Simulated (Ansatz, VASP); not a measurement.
One calculation of YIn15O24, two programs

```
Y In O
1.0
    -5.48700   -3.16792    4.83667
     5.48700   -3.16792    4.83667
     0.00000    6.33584    4.83667
Y In O
1 15 24
Direct
  0.35731 0.35731 0.35731
  0.85731 0.85731 0.35731
  0.85731 0.35731 0.85731
  0.35731 0.85731 0.85731
  0.14269 0.14269 0.14269
  0.64269 0.64269 0.14269
  0.64269 0.14269 0.64269
  0.14269 0.64269 0.64269
  0.64269 0.64269 0.64269
  0.14269 0.14269 0.64269
  0.14269 0.64269 0.14269
  0.64269 0.14269 0.14269
  0.85731 0.85731 0.85731
  0.35731 0.35731 0.85731
  0.35731 0.85731 0.35731
  0.85731 0.35731 0.35731
  0.60100 0.39900 0.75000
  0.10100 0.89900 0.75000
  0.10100 0.39900 0.25000
  0.60100 0.89900 0.25000
  0.75000 0.60100 0.39900
  0.25000 0.10100 0.39900
  0.25000 0.60100 0.89900
  0.75000 0.10100 0.89900
  0.39900 0.75000 0.60100
  0.89900 0.25000 0.60100
  0.89900 0.75000 0.10100
  0.39900 0.25000 0.10100
  0.39900 0.60100 0.25000
  0.89900 0.10100 0.25000
  0.89900 0.60100 0.75000
  0.39900 0.10100 0.75000
  0.25000 0.39900 0.60100
  0.75000 0.89900 0.60100
  0.75000 0.39900 0.10100
  0.25000 0.89900 0.10100
  0.60100 0.25000 0.39900
  0.10100 0.75000 0.39900
  0.10100 0.25000 0.89900
  0.60100 0.75000 0.89900
```

Alike in both runs: task electric field gradients; functional PBE; k mesh 3 × 3 × 3; occupations fermi-dirac, width 0.01 eV; no spin polarisation.

|  | VASP | Ansatz |
| --- | --- | --- |
| version | VASP 6.6.1 | Ansatz 0.2.0 |
| potentials or method | VASP PAW PBE potentials, release 64 (Y_sv, In_d, O) | plane-wave PAW, scalar-relativistic |
| plane-wave cutoff (eV) | 520 | 420 |
| valence electrons in the cell | 350 | 350 |

Ansatz gave:

- gap on the k mesh at the Fermi level (eV): 1.56
- pressure (GPa): 10.0
- traceless stress, the component that is largest in VASP (GPa): -0.99
- rms of the force components (eV/Å): 0.216
- size of Vzz on the site where it differs most (V/Å²): 57.8

**Question.** What did VASP give for the same quantities?

**Answer.** gap on the k mesh at the Fermi level (eV): 1.55; pressure (GPa): 10.5; traceless stress, the component that is largest in VASP (GPa): -1.08; rms of the force components (eV/Å): 0.211; size of Vzz on the site where it differs most (V/Å²): 53.1.

Atom by atom the forces differ by 0.009 eV/Å (rms over components).
